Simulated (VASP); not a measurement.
# AlNi (P4/mmm) in VASP: further runs

AlNi is run at these levels: LDA, PBEsol; tasks: single point.

All numbers are computed with VASP 6.6.1; they aren't measurements. Logs are shortened: lines on timing, memory, paths and dates and some standing lists are left out, and cuts for length are marked.

## Step 1: The cell of the first run

The structure is tetragonal, space group P4/mmm (No. 123). Conventional cell: a = 2.829 Å, b = 2.829 Å, c = 2.840 Å, α = 90.00°, β = 90.00°, γ = 90.00°. Al (site symmetry 4/mmm) has 8 Ni at 2.45 Å and 6 Al at 2.83 to 2.84 Å within 3.2 Å. Within 3.2 Å of Ni (site symmetry 4/mmm) lie 8 Al at 2.45 Å and 6 Ni at 2.83 to 2.84 Å.

## Step 2: Single point, LDA

Contents of INCAR:

```
SYSTEM = AlNi
ALGO = Fast ; EDIFF = 1E-6
ENCUT = 520 ; GGA = CA
ISIF = 2 ; ISMEAR = 0
LASPH = .True. ; LCHARG = .False.
LREAL = .False. ; LWAVE = .False.
NBANDS = 14 ; NELM = 100
PREC = Accurate ; SIGMA = 0.1
```

Contents of KPOINTS:

```
k-points
0
Gamma
  16 16 14
  0 0 0
```

Contents of POSCAR:

```
AlNi
1.0
    2.0002900840     -2.0003202214      0.0000000000
    2.0002900840      2.0003202214      0.0000000000
    0.0000000000      0.0000000000      2.8396512506
Al Ni
1 1
Direct
    0.0000000000      0.0000000000      0.0000000000
    0.5000000000      0.5000000000      0.5000000000
```

Potentials or basis: VASP PAW LDA potentials, release 64 (Al, Ni).

Started as:

```console
$ cat potpaw_LDA.64/Al/POTCAR potpaw_LDA.64/Ni/POTCAR > POTCAR
$ mpirun -np 1 vasp_std > vasp.out
```

OUTCAR:

```text
SYSTEM = AlNi
   EDIFF = 1E-6
   ENCUT = 520
   GGA = CA
   ISIF = 2
   ISMEAR = 0
   LASPH = .True.
   LREAL = .False.
   NELM = 100
   PREC = Accurate

 ion  position               nearest neighbor table
   1  0.000  0.000  0.000-   2 2.45   2 2.45   2 2.45   2 2.45   2 2.45   2 2.45   2 2.45   2 2.45

   2  0.500  0.500  0.500-   1 2.45   1 2.45   1 2.45   1 2.45   1 2.45   1 2.45   1 2.45   1 2.45

  LATTYP: Found a base centered orthorhombic cell.
 ALAT       =     4.0005801680
 B/A-ratio  =     1.0000150665
 C/A-ratio  =     0.7098098604

  Lattice vectors:

 A1 = (   2.0002900840,  -2.0003202214,   0.0000000000)
 A2 = (   2.0002900840,   2.0003202214,   0.0000000000)
 A3 = (   0.0000000000,   0.0000000000,   2.8396512506)

Analysis of symmetry for initial positions (statically):
=====================================================================
 Subroutine PRICEL returns:
 Original cell was already a primitive cell.

 Routine SETGRP: Setting up the symmetry group for a
 base centered orthorhombic supercell.

 Subroutine GETGRP returns: Found  8 space group operations
 (whereof  8 operations were pure point group operations)
 out of a pool of  8 trial point group operations.

The static configuration has the point symmetry D_2h.

Analysis of symmetry for dynamics (positions and initial velocities):
=====================================================================
 Subroutine PRICEL returns:
 Original cell was already a primitive cell.

 Routine SETGRP: Setting up the symmetry group for a
 base centered orthorhombic supercell.

 Subroutine GETGRP returns: Found  8 space group operations
 (whereof  8 operations were pure point group operations)
 out of a pool of  8 trial point group operations.

The dynamic configuration has the point symmetry D_2h.

 Subroutine INISYM returns: Found  8 space group operations
 (whereof  8 operations are pure point group operations),
 and found     1 'primitive' translations

----------------------------------------------------------------------------------------

                                     Primitive cell

  volume of cell :      22.7241

  direct lattice vectors                    reciprocal lattice vectors
     2.000290084 -2.000320221  0.000000000     0.249963745 -0.249959979  0.000000000
     2.000290084  2.000320221  0.000000000     0.249963745  0.249959979  0.000000000
     0.000000000  0.000000000  2.839651251     0.000000000  0.000000000  0.352155920

  length of vectors
     2.828858676  2.828858676  2.839651251     0.353499455  0.353499455  0.352155920

  position of ions in fractional coordinates (direct lattice)
[... 93 lines left out ...]
   EFERMI =   0.00;   METHOD = LEGACY
   ISMEAR =     0;   SIGMA  =   0.10  broadening in eV -4-tet -1-fermi 0-gaus
   EFERMI_NEDOS =   21; number of points for ismear=-14 and -15
   IALGO  =     68    algorithm
   IMIX   =      4    mixing-type and parameters
     AMIX     =   0.40;   BMIX     =  1.00
     AMIX_MAG =   1.60;   BMIX_MAG =  1.00
  volume/ion in A,a.u.               =      11.36        76.68
  Fermi-wavevector in a.u.,A,eV,Ry     =   1.359023  2.568181 25.129189  1.846943
  Thomas-Fermi vector in A             =   2.485806
   LORBIT       =      0    0 simple, 1 ext, 2 COOP (PROOUT), +10 PAW based schemes
   GGA     = CA    functional components
   LHFCALC =     F    Hartree Fock is set to
   AEXX    =    0.0000 exact exchange contribution
   IVDW    =     0    specifies the selected vdW correction
   LEPSILON=     F    determine dielectric tensor
   LRPA    =     F    only Hartree local field effects (RPA)
 non-spin polarized calculation
 RMM-DIIS sequential band-by-band and
 Gauss-broadening in eV      SIGMA  =   0.10
  energy-cutoff  :      520.00
  volume of cell :       22.72
 maximum number of plane-waves:       627
 NGX is ok and might be reduce to    24
   NGX = 11   NGY = 11   NGZ = 11

 number of electron      12.9999994 magnetization

 Free energy of the ion-electron system (eV)
  ---------------------------------------------------
  ext. energy  EPLUGINS =         0.00000000
  ---------------------------------------------------
  free energy    TOTEN  =       -12.19886499 eV

  energy without entropy =      -12.19547914  energy(sigma->0) =      -12.19717206

 E-fermi :  10.4304     XC(G=0): -12.5504

 val. band max:       10.4143521619   @ k =  -0.2500   0.0625   0.3571
 cond. band min:      10.4447719739   @ k =  -0.4375   0.3125   0.5000
 fundamental gap:      0.0304198119
 Fermi energy:        10.4304433002

 k-point     1 :       0.0000    0.0000    0.0000
  band No.  band energies     occupation
      1      -1.0200      2.00000
      2       6.9433      2.00000
      3       6.9441      2.00000
      4       8.7660      2.00000
      5       8.7661      2.00000
      6       8.7758      2.00000
      7      16.0339      0.00000
      8      16.1742      0.00000
      9      16.1743      0.00000
     10      18.8119      0.00000
     11      18.8425      0.00000
     12      24.9357      0.00000
     13      31.8106      0.00000
     14      31.8590      0.00000
[... 377 lines left out ...]
      1      -0.8707      2.00000
      2       6.9505      2.00000
      3       6.9687      2.00000
      4       8.7068      2.00000
      5       8.7272      2.00000
      6       8.7440      2.00000
      7      15.2867      0.00000
      8      15.6322      0.00000
      9      16.2320      0.00000
     10      19.1891      0.00000
     11      19.9677      0.00000
     12      25.4244      0.00000
     13      30.1405      0.00000
     14      30.9311      0.00000

 [... further k-points ...]

------------------------ aborting loop because EDIFF is reached ----------------------------------------

  FORCE on cell =-STRESS in cart. coord.  units (eV):
  Direction    XX          YY          ZZ          XY          YZ          ZX
  --------------------------------------------------------------------------------------
  -------------------------------------------------------------------------------------
  Total        0.0430070      0.0424299      0.0436277      0.0000000      0.0000000      0.0000000
  in kB        3.0322311      2.9915403      3.0759918      0.0000000      0.0000000      0.0000000
  external PRESSURE =       3.0332544 kB  Pullay stress =       0.0000000 kB

 VOLUME and BASIS-vectors are now :
 -----------------------------------------------------------------------------
  energy-cutoff  :      520.00
  volume of cell :       22.72
      direct lattice vectors                 reciprocal lattice vectors
     2.000290084 -2.000320221  0.000000000     0.249963745 -0.249959979  0.000000000
     2.000290084  2.000320221  0.000000000     0.249963745  0.249959979  0.000000000
     0.000000000  0.000000000  2.839651251     0.000000000  0.000000000  0.352155920

 POSITION                                       TOTAL-FORCE (eV/Angst)
 -----------------------------------------------------------------------------------
      0.00000      0.00000      0.00000         0.000000      0.000000      0.000000
      2.00029      0.00000      1.41983         0.000000      0.000000      0.000000
 -----------------------------------------------------------------------------------
    total drift:                                0.000000     -0.000000     -0.000000

  FREE ENERGIE OF THE ION-ELECTRON SYSTEM (eV)
  ---------------------------------------------------
  free  energy   TOTEN  =       -12.1988649891 eV

  energy  without entropy=      -12.1954791351  energy(sigma->0) =      -12.19717206
```

OSZICAR:

```text
N       E                     dE             d eps       ncg     rms          rms(c)
DAV:   1     0.402089061020E+02    0.40209E+02   -0.54838E+03 16672   0.992E+02
DAV:   2    -0.118456326851E+02   -0.52055E+02   -0.47061E+02 17336   0.184E+02
DAV:   3    -0.136218931571E+02   -0.17763E+01   -0.17589E+01 20692   0.375E+01
DAV:   4    -0.136432446628E+02   -0.21352E-01   -0.21346E-01 19286   0.375E+00
DAV:   5    -0.136437821833E+02   -0.53752E-03   -0.53751E-03 20976   0.649E-01    0.121E+01
RMM:   6    -0.151547286026E+02   -0.15109E+01   -0.12782E+01 19914   0.452E+01    0.154E+01
RMM:   7    -0.122190810703E+02    0.29356E+01   -0.35635E+00 18526   0.236E+01    0.138E+00
RMM:   8    -0.122093237801E+02    0.97573E-02   -0.62678E-02 17628   0.247E+00    0.651E-01
RMM:   9    -0.122018075258E+02    0.75163E-02   -0.24216E-02 19010   0.102E+00    0.491E-01
RMM:  10    -0.121988420440E+02    0.29655E-02   -0.67901E-03 20514   0.103E+00    0.146E-01
RMM:  11    -0.121989414538E+02   -0.99410E-04   -0.79463E-04 22165   0.324E-01    0.995E-02
RMM:  12    -0.121988529968E+02    0.88457E-04   -0.33421E-04 23044   0.194E-01    0.283E-02
RMM:  13    -0.121988660916E+02   -0.13095E-04   -0.11731E-04 21883   0.680E-02    0.233E-02
RMM:  14    -0.121988673066E+02   -0.12150E-05   -0.16408E-05 21806   0.272E-02    0.128E-02
RMM:  15    -0.121988649101E+02    0.23965E-05   -0.37618E-06 18792   0.226E-02    0.264E-03
RMM:  16    -0.121988649891E+02   -0.78988E-07   -0.76449E-07 10878   0.658E-03
   1 F= -.12198865E+02 E0= -.12197172E+02  d E =-.338585E-02
```

Run time: 66 s. Hardware: 1 thread of Intel Xeon 6975P-C (Granite Rapids), shared host; peak memory 0.29 GiB.

Results:

```yaml
Free_energy: -12.1989 eV
Pressure: 0.3 GPa
Band_gap_on_the_k_mesh: zero (an odd number of electrons rules out a gap without spin polarisation)
```

Spin polarisation is off, so any magnetic state and its effect on volume and gap are missing.

## Step 3: Single point, PBEsol

This run uses another cell than the first one, of 11.72 Å³/atom.

Contents of INCAR:

```
SYSTEM = AlNi
ALGO = Fast
EDIFF = 1E-7
ENCUT = 520
GGA = PS
ISIF = 2
ISMEAR = 0
LASPH = .True.
LCHARG = .False.
LREAL = .False.
LWAVE = .False.
NBANDS = 14
NELM = 60
PREC = Accurate
SIGMA = 0.1
```

KPOINTS is that of step 2.

Contents of POSCAR:

```
AlNi
1.0
    2.0213372431     -2.0213589201      0.0000000000
    2.0213372431      2.0213589201      0.0000000000
    0.0000000000      0.0000000000      2.8693957263
Al Ni
1 1
Direct
    0.0000000000      0.0000000000      0.0000000000
    0.5000000000      0.5000000000      0.5000000000
```

Potentials or basis: VASP PAW PBE potentials, release 64 (Al, Ni).

Started as:

```console
$ cat potpaw_PBE.64/Al/POTCAR potpaw_PBE.64/Ni/POTCAR > POTCAR
$ mpirun -np 1 vasp_std > vasp.out
```

OUTCAR:

```text
SYSTEM = AlNi
   EDIFF = 1E-7
   ENCUT = 520
   GGA = PS
   ISIF = 2
   ISMEAR = 0
   LASPH = .True.
   LREAL = .False.
   NELM = 60
   PREC = Accurate

 ion  position               nearest neighbor table
   1  0.000  0.000  0.000-   2 2.48   2 2.48   2 2.48   2 2.48   2 2.48   2 2.48   2 2.48   2 2.48

   2  0.500  0.500  0.500-   1 2.48   1 2.48   1 2.48   1 2.48   1 2.48   1 2.48   1 2.48   1 2.48

  LATTYP: Found a base centered orthorhombic cell.
 ALAT       =     4.0426744862
 B/A-ratio  =     1.0000107241
 C/A-ratio  =     0.7097765937
[... 601 lines left out ...]

  FORCE on cell =-STRESS in cart. coord.  units (eV):
  Direction    XX          YY          ZZ          XY          YZ          ZX
  --------------------------------------------------------------------------------------
  -------------------------------------------------------------------------------------
  Total        0.0181417      0.0177421      0.0185656      0.0000000      0.0000000      0.0000000
  in kB        1.2396139      1.2123092      1.2685746      0.0000000      0.0000000      0.0000000
  external PRESSURE =       1.2401659 kB  Pullay stress =       0.0000000 kB

 VOLUME and BASIS-vectors are now :
 -----------------------------------------------------------------------------
  energy-cutoff  :      520.00
  volume of cell :       23.45
      direct lattice vectors                 reciprocal lattice vectors
     2.021337243 -2.021358920  0.000000000     0.247360999 -0.247358346  0.000000000
     2.021337243  2.021358920  0.000000000     0.247360999  0.247358346  0.000000000
     0.000000000  0.000000000  2.869395726     0.000000000  0.000000000  0.348505433

 POSITION                                       TOTAL-FORCE (eV/Angst)
 -----------------------------------------------------------------------------------
      0.00000      0.00000      0.00000         0.000000     -0.000000      0.000000
      2.02134      0.00000      1.43470         0.000000      0.000000      0.000000
 -----------------------------------------------------------------------------------
    total drift:                                0.000000     -0.000000     -0.000000

  FREE ENERGIE OF THE ION-ELECTRON SYSTEM (eV)
  ---------------------------------------------------
  free  energy   TOTEN  =       -11.5888643541 eV

  energy  without entropy=      -11.5852918415  energy(sigma->0) =      -11.58707810
```

stdout:

```text
POSCAR found type information on POSCAR AlNi
 POSCAR found :  2 types and       2 ions
 scaLAPACK will be used
 -----------------------------------------------------------------------------
|                                                                             |
|                                                                             |
|     You enforced a specific xc type in the INCAR file but a different       |
|     I HOPE YOU KNOW WHAT YOU ARE DOING!                                     |
|                                                                             |
 -----------------------------------------------------------------------------

 LDA part: xc-table for (Slater+PW92), standard interpolation
 POSCAR, INCAR and KPOINTS ok, starting setup
 FFT: planning ... GRIDC
 FFT: planning ... GRID_SOFT
 FFT: planning ... GRID
 WAVECAR not read
 entering main loop
WARNING in EDDRMM: call to ZHEGV failed, returncode =   8  4     13
WARNING in EDDRMM: call to ZHEGV failed, returncode =   8  4     14
WARNING in EDDRMM: call to ZHEGV failed, returncode =   8  4     14
WARNING in EDDRMM: call to ZHEGV failed, returncode =   8  4     13
WARNING in EDDRMM: call to ZHEGV failed, returncode =   8  4     14
WARNING in EDDRMM: call to ZHEGV failed, returncode =   6  3     13
WARNING in EDDRMM: call to ZHEGV failed, returncode =   6  3     14
WARNING in EDDRMM: call to ZHEGV failed, returncode =   8  4     13
WARNING in EDDRMM: call to ZHEGV failed, returncode =   8  4     13
WARNING in EDDRMM: call to ZHEGV failed, returncode =   8  4     12
WARNING in EDDRMM: call to ZHEGV failed, returncode =   8  4     14
WARNING in EDDRMM: call to ZHEGV failed, returncode =   8  4     14
```

Wall time 71 s (1 thread of Intel Xeon 6975P-C (Granite Rapids), shared host); peak memory 0.3 GiB.

What came out:

| Quantity | Value |
| --- | --- |
| Free energy | -11.5889 eV |
| Pressure | 0.1 GPa |
| Band gap on the k mesh | zero (an odd number of electrons rules out a gap without spin polarisation) |

Caveat: the PAW data sets were made with another functional, which shifts forces and pressure a little.

## Step 4: Single point, PBEsol

This run uses another cell than the first one, of 11.72 Å³/atom.

Contents of INCAR:

```
ALGO = Fast
EDIFF = 1E-6
ENCUT = 520
GGA = PS
ISIF = 2
ISMEAR = 0
LASPH = T
LCHARG = T
LELF = T
LREAL = F
LVHAR = T
LWAVE = F
NBANDS = 14
NELM = 60
PREC = Accurate
SIGMA = 0.1
```

Contents of KPOINTS:

```
k-points
0
Gamma
  16 16 14
```

Contents of POSCAR:

```
AlNi
1.0
    2.0213938069     -2.0213979382      0.0000000000
    2.0213938069      2.0213979382      0.0000000000
    0.0000000000      0.0000000000      2.8690951172
Al Ni
1 1
Direct
    0.0000000000      0.0000000000      0.0000000000
    0.5000000000      0.5000000000      0.5000000000
```

Started as:

```console
$ cat potpaw_PBE.64/Al/POTCAR potpaw_PBE.64/Ni/POTCAR > POTCAR
$ mpirun -np 1 vasp_std > vasp.out
```

It took 38 s on 1 thread of Intel Xeon 6975P-C (Granite Rapids), shared host; peak memory 0.23 GiB.

It converged, with:

```yaml
Free_energy: -11.5889 eV
Pressure: -0.1 GPa
Band_gap_on_the_k_mesh: zero (an odd number of electrons rules out a gap without spin polarisation)
```

Levels at points of the mesh, in eV from the Fermi level:
```
           k point  band 5  band 6  band 7  band 8  band 9  band 10
(0.00, 0.00, 0.00)   -1.57   -1.56    5.50    5.63    5.63     8.21
(0.50, 0.00, 0.00)   -2.29   -1.48   -0.64    8.33   10.02    10.14
(0.50, 0.50, 0.00)   -2.13   -2.13   -1.02    1.53    2.63    12.46
(0.00, 0.00, 0.50)   -2.29   -1.47   -0.66    8.33   10.13    10.13
(0.50, 0.00, 0.50)   -2.12   -2.11   -1.03    1.50    2.59    12.55
(0.50, 0.50, 0.50)   -0.99    1.97    1.98    1.98    3.91     4.56
```

Caveat: the PAW data sets were made with another functional, which shifts forces and pressure a little.

## Step 5: Summary

| level | potentials or basis | cell | further INCAR settings | gap on the mesh (eV) | pressure (GPa) |
| --- | --- | --- | --- | --- | --- |
| LDA | VASP PAW LDA potentials, release 64 (Al, Ni) | a = 2.829, b = 2.829, c = 2.840 Å, 2 atoms | ALGO = Fast; EDIFF = 1e-06; NBANDS = 14 | none | 0.3 |
| PBEsol | VASP PAW PBE potentials, release 64 (Al, Ni) | a = 2.859, b = 2.859, c = 2.869 Å, 2 atoms | ALGO = Fast; EDIFF = 1e-07; NBANDS = 14 | none | 0.1 |
| PBEsol | VASP PAW PBE potentials, release 64 (Al, Ni) | a = 2.859, b = 2.859, c = 2.869 Å, 2 atoms | ALGO = Fast; EDIFF = 1e-06; NBANDS = 14 | none | -0.1 |

Alike in all rows: task single point; no spin polarisation; k mesh 16 × 16 × 14; cutoff (eV) 520; smearing gaussian 0.1 eV.

Caveats: the PAW data sets were made with another functional, which shifts forces and pressure a little (at least some runs).

Absolute energies hang on the potentials; compare differences alone.

The gap in the log of VASP goes by the Fermi energy; the results here count the filled bands.